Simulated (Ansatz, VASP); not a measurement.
**One calculation of Bi, two programs**

The input INCAR:

```
PREC = Accurate
ENCUT = 520
EDIFF = 1E-6
ISMEAR = 0
SIGMA = 0.15
LREAL = F
LASPH = T
NELM = 80
ALGO = Fast
ISIF = 2
LWAVE = F
LCHARG = F
GGA = PE
IVDW = 12
NBANDS = 14
```

KPOINTS

```
regular mesh
0
Gamma
  18 18 18
```

The input POSCAR:

```
Bi
1.0
   -1.8046331974      1.8046331974      2.4333674033
    1.8046331974     -1.8046331974      2.4333674033
    1.8046331974      1.8046331974     -2.4333674033
Bi
1
Direct
    0.0000000000      0.0000000000      0.0000000000
```

Input for Ansatz:

```yaml
crystal:
  lattice:
    - [-1.8046331974, 1.8046331974, 2.4333674033]
    - [1.8046331974, -1.8046331974, 2.4333674033]
    - [1.8046331974, 1.8046331974, -2.4333674033]
  atoms:
    - { symbol: Bi, position: [0.0, 0.0, 0.0] }
basis:
  ecutwfc: 420
kpoints:
  mp_grid: { grid: [18, 18, 18] }
hamiltonian:
  xc: pbe
  dispersion: d3bj
scf:
  occupations: { method: gaussian, width: 0.15 }
output:
  forces: true
  stress: true
  eigenvalues: true
```

Alike in both runs: task single point; functional PBE; dispersion D3(BJ); k mesh 18 × 18 × 18; occupations gaussian, width 0.15 eV; no spin polarisation.

|  | VASP | Ansatz |
| --- | --- | --- |
| version | VASP 6.6.1 | Ansatz 0.2.0 |
| potentials or method | VASP PAW PBE potentials, release 64 (Bi_d), cutoff 520 eV | scalar-relativistic, plane waves, PAW |
| valence electrons in the cell | 15 | 15 |

```csv
,VASP,Ansatz,Ansatz less VASP
gap on the k mesh at the Fermi level (eV),none,none,-
pressure (GPa),-2.5,-2.4,+0.05
"traceless stress, the component that is largest in VASP (GPa)",-0.45,-0.45,0.000
```

A gap of «none» marks a metal or a gap that the smearing closes.

Spin-orbit coupling is off throughout.
